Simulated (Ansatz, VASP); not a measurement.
**SrTiO3: VASP beside Ansatz**

```
Sr Ti O
1.0
     2.80861   -2.79483    0.00000
     2.80861    2.79483    0.00000
    -0.01513    0.00000    3.93192
Sr Ti O
1 1 3
Direct
  0.51457 0.51457 0.49157
  0.01792 0.01792 0.98849
  0.48898 0.98986 0.00665
  0.98986 0.48898 0.00665
  0.98830 0.98830 0.50664
```

Change from the starting cell: the structure that the rattled cell fell into.

Alike in both runs: task relaxation of cell and atoms; functional PBE; k mesh 8 × 8 × 8; occupations gaussian, width 0.02 eV; no spin polarisation.

|  | VASP | Ansatz |
| --- | --- | --- |
| version | VASP 6.6.1 | Ansatz 0.2.0 |
| potentials or method | VASP PAW PBE potentials, release 64 (Sr_sv, Ti_sv, O), cutoff 600 eV | scalar-relativistic, plane waves, PAW |
| valence electrons in the cell | 40 | 40 |

VASP gave:

| Quantity | Value |
| --- | --- |
| gap on the k mesh at the Fermi level, each at its own relaxed structure (eV) | 2.06 |
| relaxed volume (Å³/atom) | 12.32 |
| relaxed length of the cell vector where the two differ most in proportion (Å) | 3.939 |

Estimate Ansatz's values.

gap on the k mesh at the Fermi level, each at its own relaxed structure (eV): 2.15; relaxed volume (Å³/atom): 12.31; relaxed length of the cell vector where the two differ most in proportion (Å): 3.936.
